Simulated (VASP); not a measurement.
# MoS2 in VASP: single point with PBEsol

Aim: the single point of MoS2 with PBEsol.

Everything below comes from runs of VASP 6.6.1. Logs are shortened: lines on timing, memory, paths and dates and some standing lists are left out, and cuts for length are marked.

## (1) The cell of the first run

The cell holds a slab with vacuum, 3 atoms: a = 3.184 Å, b = 3.184 Å, c = 17.335 Å, α = 90.00°, β = 90.00°, γ = 120.00°.

## (2) Single point, PBEsol

The input, INCAR:

```
SYSTEM = MoS2
PREC = Accurate
ENCUT = 520
EDIFF = 1E-7
ISMEAR = 0
SIGMA = 0.1
LREAL = .FALSE.
LASPH = .TRUE.
NELM = 100
ALGO = Normal
ISIF = 2
LWAVE = .FALSE.
LCHARG = .FALSE.
GGA = PS
NBANDS = 20
```

The input, KPOINTS:

```
Automatic mesh
0
G
  12 12 2
  0 0 0
```

The input, POSCAR:

```
MoS2
1.0
    3.1841260000      0.0000000000      0.0000000000
   -1.5920630000      2.7575340000      0.0000000000
    0.0000000000      0.0000000000     17.3346000000
Mo S
1 2
Direct
    0.0000000000      0.0000000000      0.0000000000
    0.3333333333      0.6666666667      0.0894930000
    0.3333333333      0.6666666667      0.9105070000
```

Potentials or basis: VASP PAW PBE potentials, release 64 (Mo_sv, S).

Run with:

```
cat potpaw_PBE.64/Mo_sv/POTCAR potpaw_PBE.64/S/POTCAR > POTCAR
mpirun -np 1 vasp_std > vasp.out
```

OUTCAR:

```text
SYSTEM = MoS2
   PREC = Accurate
   ENCUT = 520
   EDIFF = 1E-7
   ISMEAR = 0
   LREAL = .FALSE.
   LASPH = .TRUE.
   NELM = 100
   ISIF = 2
   GGA = PS

 ion  position               nearest neighbor table
   1  0.000  0.000  0.000-   2 2.41   3 2.41   2 2.41   3 2.41   2 2.41   3 2.41
   2  0.333  0.667  0.089-   1 2.41   1 2.41   1 2.41
   3  0.333  0.667  0.911-   1 2.41   1 2.41   1 2.41

  LATTYP: Found a hexagonal cell.
 ALAT       =     3.1841260000
 C/A-ratio  =     5.4440684822

  Lattice vectors:

 A1 = (   3.1841260000,   0.0000000000,   0.0000000000)
 A2 = (  -1.5920630000,   2.7575340000,   0.0000000000)
 A3 = (   0.0000000000,   0.0000000000,  17.3346000000)

Analysis of symmetry for initial positions (statically):
=====================================================================
 Subroutine PRICEL returns:
 Original cell was already a primitive cell.

 Routine SETGRP: Setting up the symmetry group for a
 hexagonal supercell.

 Subroutine GETGRP returns: Found 12 space group operations
 (whereof 12 operations were pure point group operations)
 out of a pool of 24 trial point group operations.

The static configuration has the point symmetry D_3h.

Analysis of symmetry for dynamics (positions and initial velocities):
=====================================================================
 Subroutine PRICEL returns:
 Original cell was already a primitive cell.

 Routine SETGRP: Setting up the symmetry group for a
 hexagonal supercell.

 Subroutine GETGRP returns: Found 12 space group operations
 (whereof 12 operations were pure point group operations)
 out of a pool of 24 trial point group operations.

The dynamic configuration has the point symmetry D_3h.

 Subroutine INISYM returns: Found 12 space group operations
 (whereof 12 operations are pure point group operations),
 and found     1 'primitive' translations

----------------------------------------------------------------------------------------

                                     Primitive cell

  volume of cell :     152.2036

  direct lattice vectors                    reciprocal lattice vectors
     3.184126000  0.000000000  0.000000000     0.314057924  0.181321427  0.000000000
    -1.592063000  2.757534000  0.000000000     0.000000000  0.362642854  0.000000000
[... 77 lines left out ...]
 SYSTEM =  MoS2
   PREC   = accura    normal or accurate (medium, high low for compatibility)
   ISTART =      0    job   : 0-new  1-cont  2-samecut
   ICHARG =      2    charge: 1-file 2-atom 10-const
   ISPIN  =      1    spin polarized calculation?
   LNONCOLLINEAR =      F non collinear calculations
   LSORBIT =      F    spin-orbit coupling
   LASPH  =      T    aspherical Exc in radial PAW
   ENCUT  =  520.0 eV  38.22 Ry    6.18 a.u.   5.92  5.92 32.23*2*pi/ulx,y,z
   NELM   =    100;   NELMIN=  2; NELMDL= -5     # of ELM steps
   EDIFF  = 0.1E-06   stopping-criterion for ELM
   LREAL  =      F    real-space projection
   EDIFFG = 0.1E-05   stopping-criterion for IOM
   NSW    =      0    number of steps for IOM
   IBRION =     -1    ionic relax: 0-MD 1-quasi-New 2-CG
   NFREE  =      0    steps in history (QN), initial steepest desc. (CG)
   ISIF   =      2    stress and relaxation
   ISYM   =      2    0-nonsym 1-usesym 2-fastsym
   POTIM  = 0.5000    time-step for ionic-motion
   TEBEG  =    0.0;   TEEND  =   0.0 temperature during run
   PSTRESS=    0.0 pullay stress
   NELECT =      26.0000    total number of electrons
   NUPDOWN=      -1.0000    fix difference up-down
   EMIN   =  10.00;   EMAX   =-10.00  energy-range for DOS
   EFERMI =   0.00;   METHOD = LEGACY
   ISMEAR =     0;   SIGMA  =   0.10  broadening in eV -4-tet -1-fermi 0-gaus
   EFERMI_NEDOS =   21; number of points for ismear=-14 and -15
   IALGO  =     38    algorithm
   IMIX   =      4    mixing-type and parameters
     AMIX     =   0.40;   BMIX     =  1.00
     AMIX_MAG =   1.60;   BMIX_MAG =  1.00
  volume/ion in A,a.u.               =      50.73       342.37
  Fermi-wavevector in a.u.,A,eV,Ry     =   0.908359  1.716550 11.226391  0.825116
  Thomas-Fermi vector in A             =   2.032276
   LORBIT       =      0    0 simple, 1 ext, 2 COOP (PROOUT), +10 PAW based schemes
   GGA     = PS    functional components
   LHFCALC =     F    Hartree Fock is set to
   AEXX    =    0.0000 exact exchange contribution
   IVDW    =     0    specifies the selected vdW correction
   LEPSILON=     F    determine dielectric tensor
   LRPA    =     F    only Hartree local field effects (RPA)
 non-spin polarized calculation
 Gauss-broadening in eV      SIGMA  =   0.10
  energy-cutoff  :      520.00
  volume of cell :      152.20
 maximum number of plane-waves:      4126
 NGX is ok and might be reduce to    24
   NGX = 11   NGY = 11   NGZ = 65

 number of electron      25.9999999 magnetization

 Free energy of the ion-electron system (eV)
  ---------------------------------------------------
  ext. energy  EPLUGINS =         0.00000000
  ---------------------------------------------------
  free energy    TOTEN  =       -23.40708013 eV

  energy without entropy =      -23.40708013  energy(sigma->0) =      -23.40708013

 E-fermi :  -0.9535     XC(G=0):  -4.4084

 val. band max:       -1.4477957612   @ k =   0.0000   0.0000   0.0000
 cond. band min:       0.1471659148   @ k =   0.3333   0.3333   0.0000
 fundamental gap:      1.5949616760
 Fermi energy:        -0.9535463617

 k-point     1 :       0.0000    0.0000    0.0000
  band No.  band energies     occupation
      1     -62.2429      2.00000
      2     -36.4222      2.00000
      3     -36.2115      2.00000
      4     -36.2115      2.00000
      5     -15.5792      2.00000
      6     -14.2238      2.00000
[... 541 lines left out ...]
     19       6.0103      0.00000
     20       6.4106      0.00000

 [... further k-points ...]
[... 5 lines left out ...]
  --------------------------------------------------------------------------------------
  -------------------------------------------------------------------------------------
  Total       -1.4141912     -1.4141912     -0.4755223      0.0000000      0.0000000      0.0000000
  in kB      -14.8865403    -14.8865402     -5.0056049      0.0000000      0.0000000      0.0000000
  external PRESSURE =     -11.5928951 kB  Pullay stress =       0.0000000 kB

 VOLUME and BASIS-vectors are now :
 -----------------------------------------------------------------------------
  energy-cutoff  :      520.00
  volume of cell :      152.20
      direct lattice vectors                 reciprocal lattice vectors
     3.184126000  0.000000000  0.000000000     0.314057924  0.181321427  0.000000000
    -1.592063000  2.757534000  0.000000000     0.000000000  0.362642854  0.000000000
     0.000000000  0.000000000 17.334600000     0.000000000  0.000000000  0.057688092

 POSITION                                       TOTAL-FORCE (eV/Angst)
 -----------------------------------------------------------------------------------
      0.00000      0.00000      0.00000        -0.000000      0.000000      0.000000
     -0.00000      1.83836      1.55133         0.000000     -0.000000     -0.145685
     -0.00000      1.83836     15.78327         0.000000     -0.000000      0.145685
 -----------------------------------------------------------------------------------
    total drift:                                0.000000     -0.000000     -0.000000

  FREE ENERGIE OF THE ION-ELECTRON SYSTEM (eV)
  ---------------------------------------------------
  free  energy   TOTEN  =       -23.4070801252 eV

  energy  without entropy=      -23.4070801252  energy(sigma->0) =      -23.40708013
```

stdout:

```text
POSCAR found type information on POSCAR MoS
 POSCAR found :  2 types and       3 ions
 scaLAPACK will be used
 -----------------------------------------------------------------------------
|                                                                             |
|                                                                             |
|     You enforced a specific xc type in the INCAR file but a different       |
|     I HOPE YOU KNOW WHAT YOU ARE DOING!                                     |
|                                                                             |
 -----------------------------------------------------------------------------

 LDA part: xc-table for (Slater+PW92), standard interpolation
 POSCAR, INCAR and KPOINTS ok, starting setup
 FFT: planning ... GRIDC
 FFT: planning ... GRID_SOFT
 FFT: planning ... GRID
 WAVECAR not read
 entering main loop
```

Run time: 3 min. Hardware: 1 thread of Intel Xeon Platinum 8375C at 2.90GHz (Ice Lake), shared host; peak memory 0.31 GiB.

What came out:

```
Free energy            : -23.4071 eV
Largest force          : 0.146 eV/Å
Band gap on the k mesh : 1.59 eV, indirect (least direct gap 1.66 eV)
```

Forces on the atoms (eV/Å):
```
Mo   0.000  0.000  0.000
S    0.000  0.000 -0.146
S    0.000  0.000  0.146
```

Levels at points of the mesh, in eV from the valence-band top:
```
           k point  band 10  band 11  band 12  band 13  band 14  band 15  band 16  band 17
(0.00, 0.00, 0.00)    -1.77    -1.58    -1.58     0.00     2.74     2.74     3.03     3.03
(0.50, 0.00, 0.00)    -3.24    -1.87    -1.03    -0.68     2.20     2.73     3.85     4.34
(0.00, 0.00, 0.50)    -1.77    -1.58    -1.58     0.00     2.74     2.74     3.03     3.03
(0.50, 0.00, 0.50)    -3.24    -1.87    -1.03    -0.68     2.20     2.73     3.85     4.34
```

Caveat: the PAW data sets were made with another functional, which shifts forces and pressure a little.
